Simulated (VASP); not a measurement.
Runs of VASP 6.6.1 on MoSe. The structure is that of space group P6_3/mmc (No. 194), or close to it. The cells are those of the table. 

```csv
task,level,potentials or basis,cell,cutoff (eV),smearing,gap on the mesh (eV),pressure (GPa),moment (μB)
single point,PBE,"VASP PAW PBE potentials, release 64 (Mo_sv, Se)","a = 4.073, b = 4.073, c = 5.099 Å, angles 90.0, 90.0, 120.0°, 4 atoms",520,tetrahedron,none,0.1,0.00
single point,revPBE,"VASP PAW PBE potentials, release 64 (Mo_sv, Se)","a = 4.073, b = 4.073, c = 5.099 Å, angles 90.0, 90.0, 120.0°, 4 atoms",520,tetrahedron,none,2.3,0.00
single point,PBE,"VASP PAW PBE potentials, release 64 (Mo_sv, Se)","a = 4.073, b = 4.073, c = 5.099 Å, angles 90.0, 90.0, 120.0°, 4 atoms",520,gaussian 0.05 eV,none,0.3,0.00
relaxation of shape and atoms at fixed volume,PBE,"VASP PAW PBE potentials, release 64 (Mo_sv, Se)","relaxed from a = 4.227, b = 4.227, c = 5.207 Å, angles 90.0, 90.0, 120.0°, 4 atoms",600,gaussian 0.05 eV,none,-10.4,(b)
single point,PBEsol,"VASP PAW PBE potentials, release 64 (Mo_sv, Se)","a = 4.073, b = 4.073, c = 5.099 Å, angles 90.0, 90.0, 120.0°, 4 atoms",520,gaussian 0.05 eV,none,(a),0.00
relaxation of shape and atoms at fixed volume,PBE,"VASP PAW PBE potentials, release 64 (Mo_sv, Se)","relaxed from a = 4.179, b = 4.179, c = 5.183 Å, angles 90.0, 90.0, 120.0°, 4 atoms",600,gaussian 0.05 eV,none,-7.9,0.00
single point,PBE,"VASP PAW PBE potentials, release 64 (Mo_sv, Se)","a = 4.040, b = 4.040, c = 5.080 Å, angles 90.0, 90.0, 120.0°, 4 atoms",520,gaussian 0.05 eV,none,3.3,0.00
single point,LDA,"VASP PAW LDA potentials, release 64 (Mo_sv, Se)","a = 4.073, b = 4.073, c = 5.099 Å, angles 90.0, 90.0, 120.0°, 4 atoms",520,gaussian 0.05 eV,none,-8.1,0.00
relaxation of cell and atoms,PBE,"VASP PAW PBE potentials, release 64 (Mo_sv, Se)","relaxed from a = 3.959, b = 3.959, c = 5.518 Å, angles 90.0, 90.0, 120.0°, 4 atoms",600,gaussian 0.05 eV,none,0.0,0.00
```

Alike in all rows: spin collinear; k mesh 10 × 10 × 6.

Fill in the values left out.

(a) -5.5; (b) 0.18.

Caveats: the PAW data sets were made with another functional, which shifts forces and pressure a little (at least some runs); the cell stands under tension (at least some runs); tetrahedron occupations give inexact forces and stress in metals (at least some runs); the cell stands under pressure (at least some runs).

A k mesh can miss the band edges, and the runs leave out spin-orbit coupling on Mo, Se.

A gap of «none» marks levels without a gap at the run's occupations.
